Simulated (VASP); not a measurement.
# Hg (R-3m) in VASP: notebook

Hg is run at these levels: PBE; tasks: electric field gradients.

Everything below comes from runs of VASP 6.6.1. Logs are shortened: lines on timing, memory, paths and dates and some standing lists are left out, and cuts for length are marked.

## Step 1: The cell of the first run

Symmetry: R-3m, No. 166, trigonal system. Conventional cell: a = 3.437 Å, b = 3.437 Å, c = 6.657 Å, α = 90.00°, β = 90.00°, γ = 120.00°. Within 3.9 Å of Hg (site symmetry -3m) lie 12 Hg at 2.98 to 3.44 Å.

## Step 2: Electric field gradients, PBE (22.70 Å³/atom)

Contents of INCAR:

```
SYSTEM = Hg
PREC = Accurate ; ENCUT = 410
EDIFF = 1E-8 ; ISMEAR = -1
SIGMA = 0.03 ; LREAL = .False.
LASPH = .True. ; NELM = 120
ALGO = Normal ; ISIF = 2
LWAVE = .False. ; LCHARG = .False.
GGA = PE ; LEFG = .True.
NBANDS = 16 ; GGA_COMPAT = .False.
```

Contents of KPOINTS:

```
regular mesh
0
Gamma
  12 12 12
  0 0 0
```

Contents of POSCAR:

```
Hg
1.0
    1.7183893641      0.9921125620      2.2190062596
   -1.7183893641      0.9921125620      2.2190062596
    0.0000000000     -1.9842251239      2.2190062596
Hg
1
Direct
    0.0000000000      0.0000000000      0.0000000000
```

Potentials or basis: VASP PAW PBE potentials, release 64 (Hg_sv_GW).

Started as:

```bash
$ cat potpaw_PBE.64/Hg_sv_GW/POTCAR > POTCAR
$ mpirun -np 1 vasp_std > vasp.out
```

OUTCAR:

```text
SYSTEM = Hg
   PREC = Accurate
   ENCUT = 410
   EDIFF = 1E-8
   ISMEAR = -1
   LREAL = .False.
   LASPH = .True.
   NELM = 120
   ISIF = 2
   GGA = PE

 ion  position               nearest neighbor table
   1  0.000  0.000  0.000-

  LATTYP: Found a trigonal (rhomboedric) cell.
 ALAT       =     2.9767663869
 COS(alpha) =     0.3335253405

  Lattice vectors:

 A1 = (   1.7183893641,   0.9921125620,   2.2190062596)
 A2 = (  -1.7183893641,   0.9921125620,   2.2190062596)
 A3 = (   0.0000000000,  -1.9842251239,   2.2190062596)

Analysis of symmetry for initial positions (statically):
=====================================================================
 Subroutine PRICEL returns:
 Original cell was already a primitive cell.

 Routine SETGRP: Setting up the symmetry group for a
 trigonal (rhombohedral) supercell.

 Subroutine GETGRP returns: Found 12 space group operations
 (whereof 12 operations were pure point group operations)
 out of a pool of 12 trial point group operations.

The static configuration has the point symmetry D_3d.

Analysis of symmetry for dynamics (positions and initial velocities):
=====================================================================
 Subroutine PRICEL returns:
 Original cell was already a primitive cell.

 Routine SETGRP: Setting up the symmetry group for a
 trigonal (rhombohedral) supercell.

 Subroutine GETGRP returns: Found 12 space group operations
 (whereof 12 operations were pure point group operations)
 out of a pool of 12 trial point group operations.

The dynamic configuration has the point symmetry D_3d.

 Subroutine INISYM returns: Found 12 space group operations
 (whereof 12 operations are pure point group operations),
 and found     1 'primitive' translations

----------------------------------------------------------------------------------------

                                     Primitive cell

  volume of cell :      22.6982

  direct lattice vectors                    reciprocal lattice vectors
     1.718389364  0.992112562  2.219006260     0.290970144  0.167991691  0.150217392
    -1.718389364  0.992112562  2.219006260    -0.290970144  0.167991691  0.150217392
     0.000000000 -1.984225124  2.219006260     0.000000000 -0.335983381  0.150217392

  length of vectors
     2.976766387  2.976766387  2.976766387     0.368035457  0.368035457  0.368035457

  position of ions in fractional coordinates (direct lattice)
     0.000000000  0.000000000  0.000000000

  ion indices of the primitive-cell ions
   primitive index   ion index
                 1           1

----------------------------------------------------------------------------------------

 KPOINTS: regular mesh

Automatic generation of k-mesh.
 Grid dimensions read from file:
 generate k-points for:   12   12   12

 Generating k-lattice:

  Cartesian coordinates                     Fractional coordinates (reciprocal lattice)
     0.024247512  0.013999308  0.012518116     0.083333333  0.000000000  0.000000000
    -0.024247512  0.013999308  0.012518116     0.000000000  0.083333333  0.000000000
     0.000000000 -0.027998615  0.012518116     0.000000000  0.000000000  0.083333333

  Length of vectors
     0.030669621  0.030669621  0.030669621

  Shift w.r.t. Gamma in fractional coordinates (k-lattice)
     0.000000000  0.000000000  0.000000000

 Subroutine IBZKPT returns following result:
 ===========================================

 Found    189 irreducible k-points:

 Following reciprocal coordinates:
            Coordinates               Weight
  0.000000  0.000000  0.000000      1.000000
  0.083333 -0.000000  0.000000      6.000000
  0.166667  0.000000 -0.000000      6.000000
  0.250000  0.000000  0.000000      6.000000
  0.333333  0.000000 -0.000000      6.000000
  0.416667  0.000000  0.000000      6.000000
[... 16 lines left out ...]
  0.500000  0.166667  0.000000     12.000000
 -0.416667  0.166667  0.000000     12.000000
 [... further k-points ...]
   k-points           NKPTS =    189   k-points in BZ     NKDIM =    189   number of bands    NBANDS=     16
   number of dos      NEDOS =    301   number of ions     NIONS =      1
   total plane-waves  NPLWV =   8000
   dimension x,y,z NGX =    20 NGY =   20 NGZ =   20
   dimension x,y,z NGXF=    40 NGYF=   40 NGZF=   40
   ions per type =               1
   NGX,Y,Z   is equivalent  to a cutoff of  11.17, 11.17, 11.17 a.u.
   NGXF,Y,Z  is equivalent  to a cutoff of  22.34, 22.34, 22.34 a.u.
 SYSTEM =  Hg
   PREC   = accura    normal or accurate (medium, high low for compatibility)
   ISTART =      0    job   : 0-new  1-cont  2-samecut
   ICHARG =      2    charge: 1-file 2-atom 10-const
   ISPIN  =      1    spin polarized calculation?
   LNONCOLLINEAR =      F non collinear calculations
   LSORBIT =      F    spin-orbit coupling
   LASPH  =      T    aspherical Exc in radial PAW
   ENCUT  =  410.0 eV  30.13 Ry    5.49 a.u.   4.91  4.91  4.91*2*pi/ulx,y,z
   NELM   =    120;   NELMIN=  2; NELMDL= -5     # of ELM steps
   EDIFF  = 0.1E-07   stopping-criterion for ELM
   LREAL  =      F    real-space projection
   EDIFFG = 0.1E-06   stopping-criterion for IOM
   NSW    =      0    number of steps for IOM
   IBRION =     -1    ionic relax: 0-MD 1-quasi-New 2-CG
   NFREE  =      0    steps in history (QN), initial steepest desc. (CG)
   ISIF   =      2    stress and relaxation
   ISYM   =      2    0-nonsym 1-usesym 2-fastsym
   POTIM  = 0.5000    time-step for ionic-motion
   TEBEG  =    0.0;   TEEND  =   0.0 temperature during run
   PSTRESS=    0.0 pullay stress
   NELECT =      20.0000    total number of electrons
   NUPDOWN=      -1.0000    fix difference up-down
   EMIN   =  10.00;   EMAX   =-10.00  energy-range for DOS
   EFERMI =   0.00;   METHOD = LEGACY
   ISMEAR =    -1;   SIGMA  =   0.03  broadening in eV -4-tet -1-fermi 0-gaus
   EFERMI_NEDOS =   21; number of points for ismear=-14 and -15
   IALGO  =     38    algorithm
   IMIX   =      4    mixing-type and parameters
     AMIX     =   0.40;   BMIX     =  1.00
     AMIX_MAG =   1.60;   BMIX_MAG =  1.00
  volume/ion in A,a.u.               =      22.70       153.18
  Fermi-wavevector in a.u.,A,eV,Ry     =   1.569474  2.965875 33.514523  2.463248
  Thomas-Fermi vector in A             =   2.671351
   LORBIT       =      0    0 simple, 1 ext, 2 COOP (PROOUT), +10 PAW based schemes
   GGA     = PE    functional components
   LHFCALC =     F    Hartree Fock is set to
   AEXX    =    0.0000 exact exchange contribution
   IVDW    =     0    specifies the selected vdW correction
   LEPSILON=     F    determine dielectric tensor
   LRPA    =     F    only Hartree local field effects (RPA)
 non-spin polarized calculation
  energy-cutoff  :      410.00
  volume of cell :       22.70
 maximum number of plane-waves:       442
   NGX =  9   NGY =  9   NGZ =  9

 number of electron      19.9999988 magnetization

 Free energy of the ion-electron system (eV)
  ---------------------------------------------------
  ext. energy  EPLUGINS =         0.00000000
  ---------------------------------------------------
  free energy    TOTEN  =        -0.06197667 eV

  energy without entropy =       -0.06067139  energy(sigma->0) =       -0.06132403

 E-fermi :   6.4444     XC(G=0): -11.5334

 val. band max:        6.4382733038   @ k =  -0.3333   0.5000   0.1667
 cond. band min:       6.5239014810   @ k =   0.5000   0.1667   0.0833
 fundamental gap:      0.0856281772
 Fermi energy:         6.4444424058

 k-point     1 :       0.0000    0.0000    0.0000
  band No.  band energies     occupation
      1    -108.5879      2.00000
      2     -56.9197      2.00000
      3     -56.9148      2.00000
      4     -56.9148      2.00000
      5      -2.9932      2.00000
      6      -1.3642      2.00000
[... 8 lines left out ...]
     15      25.2036      0.00000
     16      25.2036      0.00000

 k-point     2 :       0.0833   -0.0000    0.0000
  band No.  band energies     occupation
      1    -108.5873      2.00000
      2     -56.9215      2.00000
      3     -56.9158      2.00000
      4     -56.9142      2.00000
      5      -2.8332      2.00000
      6      -1.3524      2.00000
[... 8 lines left out ...]
     15      24.8939      0.00000
     16      25.6166      0.00000

 k-point     3 :       0.1667    0.0000   -0.0000
  band No.  band energies     occupation
      1    -108.5873      2.00000
      2     -56.9324      2.00000
      3     -56.9169      2.00000
      4     -56.9141      2.00000
      5      -2.4281      2.00000
      6      -1.3294      2.00000
[... 8 lines left out ...]
     15      24.3467      0.00000
     16      25.7218      0.00000

 k-point     4 :       0.2500    0.0000    0.0000
  band No.  band energies     occupation
      1    -108.5866      2.00000
      2     -56.9460      2.00000
      3     -56.9170      2.00000
      4     -56.9136      2.00000
      5      -2.0709      2.00000
      6      -1.3199      2.00000
[... 8 lines left out ...]
     15      24.2027      0.00000
     16      24.9720      0.00000

 k-point     5 :       0.3333    0.0000   -0.0000
  band No.  band energies     occupation
      1    -108.5859      2.00000
      2     -56.9606      2.00000
      3     -56.9169      2.00000
      4     -56.9126      2.00000
      5      -1.9613      2.00000
      6      -1.3376      2.00000
[... 8 lines left out ...]
     15      24.3106      0.00000
     16      24.4123      0.00000

 k-point     6 :       0.4167    0.0000    0.0000
  band No.  band energies     occupation
      1    -108.5853      2.00000
      2     -56.9713      2.00000
      3     -56.9161      2.00000
      4     -56.9123      2.00000
      5      -1.9613      2.00000
      6      -1.3673      2.00000
[... 8 lines left out ...]
     15      24.3093      0.00000
     16      24.9178      0.00000
[... 267 lines left out ...]
 k-point    21 :       0.3333    0.1667    0.0000
  band No.  band energies     occupation
      1    -108.5859      2.00000
      2     -56.9612      2.00000
      3     -56.9255      2.00000
      4     -56.9149      2.00000
      5      -1.7067      2.00000
      6      -0.9593      2.00000
[... 8 lines left out ...]
     15      23.1833      0.00000
     16      26.1044      0.00000

 k-point    22 :       0.4167    0.1667   -0.0000
  band No.  band energies     occupation
      1    -108.5852      2.00000
      2     -56.9713      2.00000
      3     -56.9259      2.00000
      4     -56.9139      2.00000
      5      -1.7176      2.00000
      6      -1.0587      2.00000
[... 8 lines left out ...]
     15      22.7612      0.00000
     16      25.9436      0.00000

 k-point    23 :       0.5000    0.1667    0.0000
  band No.  band energies     occupation
      1    -108.5853      2.00000
      2     -56.9761      2.00000
      3     -56.9269      2.00000
      4     -56.9142      2.00000
      5      -1.7231      2.00000
      6      -1.1480      2.00000
[... 8 lines left out ...]
     15      24.4093      0.00000
     16      25.7714      0.00000

 k-point    24 :      -0.4167    0.1667    0.0000
  band No.  band energies     occupation
      1    -108.5855      2.00000
      2     -56.9729      2.00000
      3     -56.9283      2.00000
      4     -56.9141      2.00000
      5      -1.6960      2.00000
      6      -1.1804      2.00000
[... 8 lines left out ...]
     15      25.4057      0.00000
     16      25.8793      0.00000

 [... further k-points ...]
[... 5 lines left out ...]
  --------------------------------------------------------------------------------------
  -------------------------------------------------------------------------------------
  Total        0.5346298      0.5346298      0.7528443      0.0000000      0.0000000      0.0000000
  in kB       37.7373517     37.7373517     53.1402326      0.0000000      0.0000000      0.0000000
  external PRESSURE =      42.8716453 kB  Pullay stress =       0.0000000 kB

 VOLUME and BASIS-vectors are now :
 -----------------------------------------------------------------------------
  energy-cutoff  :      410.00
  volume of cell :       22.70
      direct lattice vectors                 reciprocal lattice vectors
     1.718389364  0.992112562  2.219006260     0.290970144  0.167991691  0.150217392
    -1.718389364  0.992112562  2.219006260    -0.290970144  0.167991691  0.150217392
     0.000000000 -1.984225124  2.219006260     0.000000000 -0.335983381  0.150217392

 POSITION                                       TOTAL-FORCE (eV/Angst)
 -----------------------------------------------------------------------------------
      0.00000      0.00000      0.00000         0.000000     -0.000000      0.000000
 -----------------------------------------------------------------------------------
    total drift:                               -0.000000      0.000000      0.000000

  FREE ENERGIE OF THE ION-ELECTRON SYSTEM (eV)
  ---------------------------------------------------
  free  energy   TOTEN  =        -0.0619766738 eV

  energy  without entropy=       -0.0606713910  energy(sigma->0) =       -0.06132403

 Electric field gradients (V/A^2)
---------------------------------------------------------------------
 ion       V_xx      V_yy      V_zz      V_xy      V_xz      V_yz
---------------------------------------------------------------------
   1      72.169    72.169  -144.338    -0.000    -0.000    -0.000
---------------------------------------------------------------------

 Electric field gradients after diagonalization (V/A^2)
 (convention: |V_zz| > |V_xx| > |V_yy|)
----------------------------------------------------------------------
 ion       V_xx      V_yy      V_zz     asymmetry (V_yy - V_xx)/ V_zz
----------------------------------------------------------------------
   1      72.169    72.169  -144.338       0.000
----------------------------------------------------------------------

           NMR quadrupolar parameters

 Cq : quadrupolar parameter    Cq=e*Q*V_zz/h
 eta: asymmetry parameters     (V_yy - V_xx)/ V_zz
 Q  : nuclear electric quadrupole moment in mb (millibarn)
----------------------------------------------------------------------
 ion       Cq(MHz)       eta       Q (mb)
----------------------------------------------------------------------
   1      -0.349       0.000       1.000
----------------------------------------------------------------------
```

It took 26 s on 1 thread of Intel Xeon Platinum 8488C (Sapphire Rapids), shared host; peak memory 0.17 GiB.

What came out:

* Free energy: -0.0620 eV
* Pressure: 4.3 GPa
* Band gap on the k mesh: zero (bands 10 and 11 overlap by 3.43 eV)
* Largest electric field gradient by atom: Hg -144.3 V/Å²

Stress tensor (GPa, compression positive):
```
3.77 0.00 0.00
0.00 3.77 0.00
0.00 0.00 5.31
```

Electric field gradients, principal values (V/Å²):
```
atom   least  middle  greatest (by size)
1 Hg  72.169  72.169            -144.338
```

Caveat: the cell stands under pressure; without QUAD_EFG the Cq values of the log hold for a quadrupole moment of 1 mb, not for the nuclei; spin-orbit coupling is left out, which moves the levels of the heavy elements.

(Part 1 of 2 ends here.)

The gap in the log of VASP goes by the Fermi energy; the results here count the filled bands.